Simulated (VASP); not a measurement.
# BiAs (Cmcm) in VASP: a series of runs

BiAs is run at these levels: PBE; tasks: single point, relaxation of cell and atoms.

All numbers are computed with VASP 6.6.1; they aren't measurements. Logs are shortened: lines on timing, memory, paths and dates and some standing lists are left out, and cuts for length are marked.

### 1 The cell of the first run

The structure is orthorhombic, space group Cmcm (No. 63). The conventional cell has a = 4.266 Å, b = 12.214 Å, c = 4.319 Å, α = 90.00°, β = 90.00°, γ = 90.00°. Within 3.7 Å of Bi (site symmetry m2m) lie 5 As at 2.77 to 3.04 Å. Within 3.7 Å of As (site symmetry m2m) lie 5 Bi at 2.77 to 3.04 Å.

### 2 Single point, PBE

File INCAR:

```
  PREC = Accurate
  ENCUT = 520
  EDIFF = 1E-6
  ISMEAR = 0
  SIGMA = 0.1
  LREAL = F
  LASPH = T
  NELM = 80
  ALGO = Normal
  ISIF = 2
  LWAVE = F
  LCHARG = F
  GGA = PE
  NBANDS = 28
```

File KPOINTS:

```
regular mesh
0
Gamma
  4 4 4
```

File POSCAR:

```
BiAs
1.0
    2.1330812394     -6.1067539557      0.0000000000
    2.1330812394      6.1067539557      0.0000000000
    0.0000000000      0.0000000000      4.3191222008
Bi As
2 2
Direct
    0.6376456794      0.3623543206      0.2500000000
    0.3623543206      0.6376456794      0.7500000000
    0.8644308802      0.1355691198      0.2500000000
    0.1355691198      0.8644308802      0.7500000000
```

Potentials or basis: VASP PAW PBE potentials, release 64 (Bi_d, As).

Started as:

```sh
$ cat potpaw_PBE.64/Bi_d/POTCAR potpaw_PBE.64/As/POTCAR > POTCAR
$ mpirun -np 1 vasp_std > vasp.out
```

OUTCAR:

```text
PREC = Accurate
   ENCUT = 520
   EDIFF = 1E-6
   ISMEAR = 0
   LREAL = F
   LASPH = T
   NELM = 80
   ISIF = 2
   GGA = PE

 ion  position               nearest neighbor table
   1  0.638  0.362  0.250-   3 2.77   4 3.04   4 3.04   4 3.04   4 3.04
   2  0.362  0.638  0.750-   4 2.77   3 3.04   3 3.04   3 3.04   3 3.04
   3  0.864  0.136  0.250-   1 2.77   2 3.04   2 3.04   2 3.04   2 3.04
   4  0.136  0.864  0.750-   2 2.77   1 3.04   1 3.04   1 3.04   1 3.04

  LATTYP: Found a base centered orthorhombic cell.
 ALAT       =     4.2661624788
 B/A-ratio  =     2.8628792204
 C/A-ratio  =     1.0124139018

  Lattice vectors:

 A1 = (   2.1330812394,  -6.1067539557,   0.0000000000)
 A2 = (   2.1330812394,   6.1067539557,   0.0000000000)
 A3 = (   0.0000000000,   0.0000000000,   4.3191222008)

Analysis of symmetry for initial positions (statically):
=====================================================================
 Subroutine PRICEL returns:
 Original cell was already a primitive cell.

 Routine SETGRP: Setting up the symmetry group for a
 base centered orthorhombic supercell.

 Subroutine GETGRP returns: Found  8 space group operations
 (whereof  4 operations were pure point group operations)
 out of a pool of  8 trial point group operations.

The static configuration has the point symmetry C_2h.
 The point group associated with its full space group is D_2h.

Analysis of symmetry for dynamics (positions and initial velocities):
=====================================================================
 Subroutine PRICEL returns:
 Original cell was already a primitive cell.

 Routine SETGRP: Setting up the symmetry group for a
 base centered orthorhombic supercell.

 Subroutine GETGRP returns: Found  8 space group operations
 (whereof  4 operations were pure point group operations)
 out of a pool of  8 trial point group operations.

The dynamic configuration has the point symmetry C_2h.
 The point group associated with its full space group is D_2h.

 Subroutine INISYM returns: Found  8 space group operations
 (whereof  4 operations are pure point group operations),
 and found     1 'primitive' translations

----------------------------------------------------------------------------------------

                                     Primitive cell

[... 86 lines left out ...]
   LSORBIT =      F    spin-orbit coupling
   LASPH  =      T    aspherical Exc in radial PAW
   ENCUT  =  520.0 eV  38.22 Ry    6.18 a.u.  12.03 12.03  8.03*2*pi/ulx,y,z
   NELM   =     80;   NELMIN=  2; NELMDL= -5     # of ELM steps
   EDIFF  = 0.1E-05   stopping-criterion for ELM
   LREAL  =      F    real-space projection
   EDIFFG = 0.1E-04   stopping-criterion for IOM
   NSW    =      0    number of steps for IOM
   IBRION =     -1    ionic relax: 0-MD 1-quasi-New 2-CG
   NFREE  =      0    steps in history (QN), initial steepest desc. (CG)
   ISIF   =      2    stress and relaxation
   ISYM   =      2    0-nonsym 1-usesym 2-fastsym
   POTIM  = 0.5000    time-step for ionic-motion
   TEBEG  =    0.0;   TEEND  =   0.0 temperature during run
   PSTRESS=    0.0 pullay stress
   NELECT =      40.0000    total number of electrons
   NUPDOWN=      -1.0000    fix difference up-down
   EMIN   =  10.00;   EMAX   =-10.00  energy-range for DOS
   EFERMI =   0.00;   METHOD = LEGACY
   ISMEAR =     0;   SIGMA  =   0.10  broadening in eV -4-tet -1-fermi 0-gaus
   EFERMI_NEDOS =   21; number of points for ismear=-14 and -15
   IALGO  =     38    algorithm
   IMIX   =      4    mixing-type and parameters
     AMIX     =   0.40;   BMIX     =  1.00
     AMIX_MAG =   1.60;   BMIX_MAG =  1.00
  volume/ion in A,a.u.               =      28.13       189.84
  Fermi-wavevector in a.u.,A,eV,Ry     =   1.159704  2.191522 18.298649  1.344913
  Thomas-Fermi vector in A             =   2.296294
   LORBIT       =      0    0 simple, 1 ext, 2 COOP (PROOUT), +10 PAW based schemes
   GGA     = PE    functional components
   LHFCALC =     F    Hartree Fock is set to
   AEXX    =    0.0000 exact exchange contribution
   IVDW    =     0    specifies the selected vdW correction
   LEPSILON=     F    determine dielectric tensor
   LRPA    =     F    only Hartree local field effects (RPA)
 non-spin polarized calculation
 Gauss-broadening in eV      SIGMA  =   0.10
  energy-cutoff  :      520.00
  volume of cell :      112.52
 maximum number of plane-waves:      3056
   NGX = 25   NGY = 25   NGZ = 17

 number of electron      40.0000004 magnetization

 Free energy of the ion-electron system (eV)
  ---------------------------------------------------
  ext. energy  EPLUGINS =         0.00000000
  ---------------------------------------------------
  free energy    TOTEN  =       -16.88239694 eV

  energy without entropy =      -16.87509600  energy(sigma->0) =      -16.87874647

 E-fermi :   5.7941     XC(G=0):  -9.7905

 val. band max:        5.7650197515   @ k =   0.5000   0.2500   0.2500
 cond. band min:       6.0837646034   @ k =   0.2500   0.2500   0.0000
 fundamental gap:      0.3187448519
 Fermi energy:         5.7941163871

 k-point     1 :       0.0000    0.0000    0.0000
  band No.  band energies     occupation
      1     -17.1186      2.00000
      2     -17.1121      2.00000
      3     -17.1099      2.00000
      4     -17.1014      2.00000
      5     -17.0910      2.00000
      6     -17.0802      2.00000
[... 640 lines left out ...]
     27      12.9232      0.00000
     28      12.9232      0.00000

------------------------ aborting loop because EDIFF is reached ----------------------------------------

  FORCE on cell =-STRESS in cart. coord.  units (eV):
  Direction    XX          YY          ZZ          XY          YZ          ZX
  --------------------------------------------------------------------------------------
  -------------------------------------------------------------------------------------
  Total        0.2063858     -0.0430511     -0.0092410      0.0000000      0.0000000      0.0000000
  in kB        2.9386452     -0.6129875     -0.1315792      0.0000000      0.0000000      0.0000000
  external PRESSURE =       0.7313595 kB  Pullay stress =       0.0000000 kB

 VOLUME and BASIS-vectors are now :
 -----------------------------------------------------------------------------
  energy-cutoff  :      520.00
  volume of cell :      112.52
      direct lattice vectors                 reciprocal lattice vectors
     2.133081239 -6.106753956  0.000000000     0.234402699 -0.081876559  0.000000000
     2.133081239  6.106753956  0.000000000     0.234402699  0.081876559  0.000000000
     0.000000000  0.000000000  4.319122201     0.000000000  0.000000000  0.231528527

 POSITION                                       TOTAL-FORCE (eV/Angst)
 -----------------------------------------------------------------------------------
      2.13308     -1.68114      1.07978         0.000000      0.031621      0.000000
      2.13308      1.68114      3.23934         0.000000     -0.031621     -0.000000
      2.13308     -4.45098      1.07978         0.000000     -0.018558      0.000000
      2.13308      4.45098      3.23934         0.000000      0.018558      0.000000
 -----------------------------------------------------------------------------------
    total drift:                                0.000000     -0.000000     -0.000000

  FREE ENERGIE OF THE ION-ELECTRON SYSTEM (eV)
  ---------------------------------------------------
  free  energy   TOTEN  =       -16.8823969390 eV

  energy  without entropy=      -16.8750959965  energy(sigma->0) =      -16.87874647
```

OSZICAR:

```text
N       E                     dE             d eps       ncg     rms          rms(c)
DAV:   1     0.383939637554E+03    0.38394E+03   -0.19775E+04  1176   0.152E+03
DAV:   2     0.217842349924E+02   -0.36216E+03   -0.35356E+03  1204   0.405E+02
DAV:   3    -0.157275033202E+02   -0.37512E+02   -0.36744E+02  1472   0.142E+02
DAV:   4    -0.171987455374E+02   -0.14712E+01   -0.14671E+01  1344   0.290E+01
DAV:   5    -0.172597730967E+02   -0.61028E-01   -0.61023E-01  1548   0.603E+00    0.337E+00
DAV:   6    -0.168685164497E+02    0.39126E+00   -0.14998E+00  1512   0.545E+00    0.164E+00
DAV:   7    -0.168827882117E+02   -0.14272E-01   -0.17757E-01  1384   0.172E+00    0.950E-01
DAV:   8    -0.168833912942E+02   -0.60308E-03   -0.23468E-02  1576   0.101E+00    0.162E-01
DAV:   9    -0.168823066833E+02    0.10846E-02   -0.73794E-03  1396   0.460E-01    0.724E-02
DAV:  10    -0.168823785445E+02   -0.71861E-04   -0.68404E-04  1452   0.119E-01    0.443E-02
DAV:  11    -0.168824026547E+02   -0.24110E-04   -0.15692E-04  1332   0.698E-02    0.146E-02
DAV:  12    -0.168823976102E+02    0.50445E-05   -0.21326E-05  1212   0.271E-02    0.630E-03
DAV:  13    -0.168823969390E+02    0.67119E-06   -0.25454E-06  1124   0.876E-03
   1 F= -.16882397E+02 E0= -.16878746E+02  d E =-.730094E-02
```

stdout:

```text
POSCAR found type information on POSCAR BiAs
 POSCAR found :  2 types and       4 ions
 scaLAPACK will be used
 LDA part: xc-table for (Slater+PW92), standard interpolation
 POSCAR, INCAR and KPOINTS ok, starting setup
 FFT: planning ... GRIDC
 FFT: planning ... GRID_SOFT
 FFT: planning ... GRID
 WAVECAR not read
 entering main loop
```

It took 2 min on 1 thread of Oxide Virtual Turin-like, shared host; peak memory 0.24 GiB.

What came out:

- Free energy: -16.8824 eV
- Pressure: 0.1 GPa
- Largest force: 0.032 eV/Å
- Band gap on the k mesh: zero (bands 20 and 21 overlap by 0.14 eV)

Forces in eV/Å, atoms in the order of the input:
```
Bi   0.000  0.032  0.000
Bi   0.000 -0.032  0.000
As   0.000 -0.019  0.000
As   0.000  0.019  0.000
```

Caveat: the k points lie up to 0.39 Å⁻¹ apart; spin-orbit coupling is left out, which moves the levels of the heavy elements.

### 3 Relaxation of cell and atoms, PBE

This run uses another cell than the first one, of 30.01 Å³/atom.

File INCAR:

```
SYSTEM = BiAs
  PREC = Accurate
  ENCUT = 600
  EDIFF = 1E-6
  ISMEAR = 0
  SIGMA = 0.1
  LREAL = .False.
  LASPH = .True.
  NELM = 80
  ALGO = Fast
  ISIF = 3
  LWAVE = .False.
  LCHARG = .False.
  GGA = PE
  IBRION = 2
  NSW = 90
  EDIFFG = -0.04
```

File KPOINTS:

```
regular mesh
0
Gamma
  4 4 4
  0 0 0
```

File POSCAR:

```
BiAs
1.0
    2.4651802020     -5.7977386232      0.0000000000
    2.4651802020      5.7977386232      0.0000000000
    0.0000000000      0.0000000000      4.1999366404
Bi As
2 2
Direct
    0.6400000000      0.3600000000      0.2500000000
    0.3600000000      0.6400000000      0.7500000000
    0.9300000000      0.0700000000      0.2500000000
    0.0700000000      0.9300000000      0.7500000000
```

Potentials or basis: VASP PAW PBE potentials, release 64 (Bi_d, As).

Started as:

```sh
$ cat potpaw_PBE.64/Bi_d/POTCAR potpaw_PBE.64/As/POTCAR > POTCAR
$ mpirun -np 1 vasp_std > vasp.out
```

Run time: 55 min. Hardware: 1 thread of Oxide Virtual Turin-like, shared host; peak memory 0.31 GiB.

Results (log left out):

- Free energy: -16.8823 eV
- Relaxed volume: 28.28 Å³/atom
- Relaxed cell: a = 6.526 Å, b = 6.526 Å, c = 4.303 Å, α = 90.00°, β = 90.00°, γ = 141.88°
- Space group after relaxing (to 0.1 Å): Cmcm (No. 63)
- Energy gained by relaxing: 349.5 meV/atom
- Ionic steps: 30
- Pressure after relaxing: 0.0 GPa
- Largest force after relaxing: 0.026 eV/Å
- Band gap on the k mesh: 0.31 eV (least direct gap 0.80 eV)

Forces on the atoms (eV/Å):
```
Bi   0.000  0.011  0.000
Bi   0.000 -0.011  0.000
As   0.000  0.026  0.000
As   0.000 -0.026  0.000
```

Stress tensor (GPa, compression positive):
```
 0.06  0.00  0.00
 0.00 -0.08  0.00
 0.00  0.00  0.17
```

The path:
| step | energy change (eV) | largest force (eV/Å) | pressure (GPa) | volume (Å³) |
| --- | --- | --- | --- | --- |
| 1 | 0.0000 | 1.3183 | -4.02 | 120.05 |
| 2 | -0.3757 | 1.5149 | 0.24 | 107.44 |
| 3 | -0.4207 | 1.5580 | 3.36 | 101.83 |
| 4 | -0.6607 | 0.9394 | 3.46 | 100.74 |
| 5 | -0.7853 | 0.5447 | 4.26 | 99.57 |
| 6 | -0.6479 | 0.6169 | 8.69 | 97.14 |
| 7 | -0.8044 | 0.3085 | 5.03 | 98.97 |
| 8 | -0.9607 | 0.4147 | -1.23 | 109.51 |
| 9 | -0.9618 | 0.4032 | -0.80 | 108.58 |
| 10 | -1.0321 | 0.3962 | -0.83 | 109.34 |
| 11 | -1.2055 | 0.3231 | -0.43 | 111.26 |
| 12 | -0.6286 | 2.5255 | 4.15 | 113.54 |
| 13 | -1.2202 | 0.4623 | -0.20 | 111.61 |
| 14 | -1.2514 | 0.4805 | -0.18 | 111.87 |
| 15 | -1.2999 | 0.5158 | -0.05 | 112.44 |
| 16 | -1.2510 | 0.5274 | 0.47 | 113.22 |
| 17 | -1.3060 | 0.5320 | 0.05 | 112.68 |
| 18 | -1.3420 | 0.3574 | -0.21 | 112.72 |
| 19 | -1.3808 | 0.2143 | -0.64 | 112.79 |
| 20 | -1.3810 | 0.1980 | -0.62 | 112.78 |
| 21 | -1.3852 | 0.1672 | -0.26 | 112.18 |
| 22 | -1.3877 | 0.1272 | 0.21 | 111.43 |
| 23 | -1.3879 | 0.1165 | 0.31 | 111.23 |
| 24 | -1.3896 | 0.1088 | 0.28 | 111.43 |
| 25 | -1.3924 | 0.0847 | 0.09 | 112.04 |
| 26 | -1.3926 | 0.0782 | 0.05 | 112.19 |
| 27 | -1.3939 | 0.0825 | -0.04 | 112.48 |
| 28 | -1.3959 | 0.0968 | -0.28 | 113.34 |
| 29 | -1.3969 | 0.0730 | -0.18 | 113.27 |
| 30 | -1.3980 | 0.0259 | 0.05 | 113.14 |

Final structure:
```cif
data_structure
_symmetry_space_group_name_H-M 'P 1'
_symmetry_Int_Tables_number 1
_cell_length_a 6.5265
_cell_length_b 6.5265
_cell_length_c 4.3030
_cell_angle_alpha 90.000
_cell_angle_beta 90.000
_cell_angle_gamma 141.883
_cell_volume 113.14
loop_
_atom_site_label
_atom_site_type_symbol
_atom_site_fract_x
_atom_site_fract_y
_atom_site_fract_z
_atom_site_occupancy
Bi1 Bi 0.64928 0.35072 0.25000 1
Bi2 Bi 0.35072 0.64928 0.75000 1
As1 As 0.87570 0.12430 0.25000 1
As2 As 0.12430 0.87570 0.75000 1
```

Levels at points of the mesh, in eV from the valence-band top:
```csv
k point,band 18,band 19,band 20,band 21,band 22,band 23
"(0.00, 0.00, 0.00)",-1.87,-1.29,-0.21,3.39,3.73,3.75
"(0.50, 0.00, 0.00)",-0.78,-0.73,-0.71,0.76,0.86,0.86
"(0.50, 0.50, 0.00)",-1.98,-1.24,-1.21,0.55,3.43,3.70
"(0.00, 0.00, 0.50)",-0.61,-0.44,-0.44,0.54,0.54,0.78
"(0.50, 0.00, 0.50)",-3.73,-1.65,-1.65,2.08,2.08,4.99
"(0.50, 0.50, 0.50)",-0.96,-0.70,-0.70,0.53,0.53,1.19
```

Caveat: spin-orbit coupling is left out, which moves the levels of the heavy elements. A k mesh can miss the band edges.

The gap in the log of VASP goes by the Fermi energy; the results here count the filled bands.